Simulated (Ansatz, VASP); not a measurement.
**SnO2 in VASP and in Ansatz**

File INCAR:

```
ALGO = Normal
EDIFF = 1E-7
ENCUT = 520
GGA = PS
ISIF = 2
ISMEAR = -1
LASPH = T
LCHARG = F
LREAL = F
LWAVE = F
NBANDS = 35
NELM = 60
PREC = Accurate
SIGMA = 0.05
```

KPOINTS

```
k-points
0
Gamma
  6 6 8
```

File POSCAR:

```
SnO2
1.0
    4.8197135599      0.0000000000      0.0000000000
    0.0000000000      4.8988119591      0.0000000000
    0.0000000000      0.0000000000      3.2623615262
Sn O
2 4
Direct
    0.0000000000      0.0000000000      0.0000000000
    0.5000000000      0.5000000000      0.5000000000
    0.7081450000      0.6789580000      0.0000000000
    0.2081450000      0.8210420000      0.5000000000
    0.7918550000      0.1789580000      0.5000000000
    0.2918550000      0.3210420000      0.0000000000
```

Contents of input.yaml:

```yaml
crystal:
  lattice:
    - [4.8197135599, 0.0, 0.0]
    - [0.0, 4.8988119591, 0.0]
    - [0.0, 0.0, 3.2623615262]
  atoms:
    - { symbol: Sn, position: [0.0, 0.0, 0.0] }
    - { symbol: Sn, position: [0.5, 0.5, 0.5] }
    - { symbol: O, position: [0.708145, 0.678958, 0.0] }
    - { symbol: O, position: [0.208145, 0.821042, 0.5] }
    - { symbol: O, position: [0.791855, 0.178958, 0.5] }
    - { symbol: O, position: [0.291855, 0.321042, 0.0] }
kpoints:
  mp_grid: { grid: [6, 6, 8] }
scf:
  occupations: { method: fermi_dirac, width: 0.05 }
hamiltonian:
  xc: pbesol
  pseudopotentials: { kind: all_electron, lapw: { basis_error: 0.001 } }
output:
  forces: true
  stress: true
  eigenvalues: true
```

Change from the starting cell: volume scaled by 1.02.

Alike in both runs: task single point; functional PBEsol; k mesh 6 × 6 × 8; occupations fermi-dirac, width 0.05 eV; no spin polarisation.

```csv
,VASP,Ansatz
version,VASP 6.6.1,Ansatz 0.2.0
potentials or method,"VASP PAW PBE potentials, release 64 (Sn_d, O), cutoff 520 eV","all-electron LAPW, scalar-relativistic"
```

Ansatz gave:

- gap on the k mesh at the Fermi level (eV): 0.58
- least direct gap on the mesh (eV): 0.58
- pressure (GPa): -9.5
- traceless stress, the component that is largest in VASP (GPa): -1.49
- rms of the force components (eV/Å): 0.083

**Question.** Estimate VASP's values.

**Answer.** gap on the k mesh at the Fermi level (eV): 0.56; least direct gap on the mesh (eV): 0.57; pressure (GPa): -9.0; traceless stress, the component that is largest in VASP (GPa): -1.29; rms of the force components (eV/Å): 0.076.

VASP's potentials were made for PBE, not for PBEsol. Atom by atom the forces differ by 0.008 eV/Å (rms over components). Ansatz ran all-electron here, and VASP with PAW potentials.
